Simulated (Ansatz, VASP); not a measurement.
GaSb in VASP and in Ansatz

```
Sb Ga
1.0
     4.32129    0.00000    0.00000
    -2.16065    3.74235    0.00000
     0.00000    0.00000   26.46704
Sb Ga
4 4
Direct
  0.00000 0.00000 0.27968
  0.33333 0.66667 0.41690
  0.66667 0.33333 0.55135
  0.00000 0.00000 0.68676
  0.33333 0.66667 0.31476
  0.66667 0.33333 0.44948
  0.00000 0.00000 0.58367
  0.33333 0.66667 0.71738
```

Alike in both runs: functional PBEsol; k mesh 9 × 9 × 1; occupations gaussian, width 0.1 eV; no spin polarisation.

Ansatz relaxed the structure, and its values are those at the end. VASP's run is a single point on that final structure, the one shown.

|  | VASP | Ansatz |
| --- | --- | --- |
| version | VASP 6.6.1 | Ansatz 0.2.0 |
| potentials or method | VASP PAW PBE potentials, release 64 (Sb, Ga_d), cutoff 520 eV | scalar-relativistic, plane waves, PAW |
| valence electrons in the cell | 72 | 112 |

Ansatz gave:

* gap on the k mesh at the Fermi level (eV): none
* rms of the force components (eV/Å): 0.001
* work function, face that differs most (eV): 5.40

What did VASP give for the same quantities?

gap on the k mesh at the Fermi level (eV): none; rms of the force components (eV/Å): 0.005; work function, face that differs most (eV): 5.39.

VASP's potentials were made for PBE, not for PBEsol. A gap of «none» marks a metal or a gap that the smearing closes. VASP's potentials hold 72 valence electrons a cell and Ansatz's 112, so a difference there can come from the potentials and not from the codes. Ansatz's warnings: xc potential rough in thin density.

Neither program's run includes spin-orbit coupling.
